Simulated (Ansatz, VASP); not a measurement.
# One calculation of MgO, two programs

```xyz
2
Lattice="0.0000 2.1054 2.1054 2.1054 0.0000 2.1054 2.1054 2.1054 0.0000" Properties=species:S:1:pos:R:3 pbc="T T T"
Mg    0.0000    0.0000    0.0000
O     2.1054    2.1054    2.1054
```

Change from the starting cell: volume scaled by 0.97.

Alike in both runs: task single point; functional PBE; k mesh 16 × 16 × 16; occupations fermi-dirac, width 0.05 eV; no spin polarisation.

|  | VASP | Ansatz |
| --- | --- | --- |
| version | VASP 6.6.1 | Ansatz 0.2.0 |
| potentials or method | VASP PAW PBE potentials, release 64 (Mg, O), cutoff 520 eV | all-electron LAPW, scalar-relativistic |

```csv
,VASP,Ansatz,Ansatz less VASP
gap on the k mesh at the Fermi level (eV),4.73,4.75,+0.011
pressure (GPa),4.1,4.9,+0.79
```

Ansatz ran all-electron here, and VASP with PAW potentials.
